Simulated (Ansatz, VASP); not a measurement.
# Two plane-wave programs on AlNi

INCAR

```
ALGO = Fast ; EDIFF = 1E-6
ENCUT = 520 ; GGA = PE
ISIF = 2 ; ISMEAR = 0
LASPH = True ; LCHARG = True
LELF = True ; LREAL = False
LVHAR = True ; LWAVE = False
NBANDS = 14 ; NELM = 80
PREC = Accurate ; SIGMA = 0.15
```

The input KPOINTS:

```
k-points
0
Gamma
  16 16 16
```

File POSCAR:

```
AlNi
1.0
    2.0426321522     -2.0425983492      0.0000000000
    2.0426321522      2.0425983492      0.0000000000
    0.0000000000      0.0000000000      2.9004437222
Al Ni
1 1
Direct
   -0.0346177177      0.0000000000      0.0000000000
    0.5159138724      0.5000000000      0.5000000000
```

Input for Ansatz:

```yaml
crystal:
  lattice:
    - [2.0426321522, -2.0425983492, 0.0]
    - [2.0426321522, 2.0425983492, 0.0]
    - [0.0, 0.0, 2.9004437222]
  atoms:
    - { symbol: Al, position: [-0.0346177177, 0.0, 0.0] }
    - { symbol: Ni, position: [0.5159138724, 0.5, 0.5] }
basis:
  ecutwfc: 520.0
kpoints:
  mp_grid: { grid: [16, 16, 16] }
hamiltonian:
  xc: pbe
  pseudopotentials: { kind: paw, azcp: { folder: soft_1 } }
scf:
  occupations: { method: gaussian, width: 0.15 }
output:
  forces: true
  stress: true
  eigenvalues: true
```

Change from the starting cell: mode 4 frozen in at -0.100 Å and mode 6 at +0.000 Å (largest displacements).

Alike in both runs: task single point; functional PBE; k mesh 16 × 16 × 16; occupations gaussian, width 0.15 eV; no spin polarisation.

|  | VASP | Ansatz |
| --- | --- | --- |
| version | VASP 6.6.1 | Ansatz 0.2.0 |
| potentials or method | VASP PAW PBE potentials, release 64 (Al, Ni), cutoff 520 eV | scalar-relativistic, plane waves, PAW |
| valence electrons in the cell | 13 | 21 |

Ansatz gave:

| Item | Value |
| --- | --- |
| gap on the k mesh at the Fermi level (eV) | none |
| pressure (GPa) | 1.4 |
| traceless stress, the component that is largest in VASP (GPa) | 0.49 |
| rms of the force components (eV/Å) | 0.477 |

**Question.** What did VASP give for the same quantities?

**Answer.** gap on the k mesh at the Fermi level (eV): none; pressure (GPa): 1.3; traceless stress, the component that is largest in VASP (GPa): 0.50; rms of the force components (eV/Å): 0.480.

Atom by atom the forces differ by 0.003 eV/Å (rms over components). A gap of «none» marks a metal or a gap that the smearing closes. With one functional, cell and mesh, what is left measures potentials, basis and numerics. VASP's potentials hold 13 valence electrons a cell and Ansatz's 21, so a difference there can come from the potentials and not from the codes. Ansatz's warnings: near symmetry operations not taken.
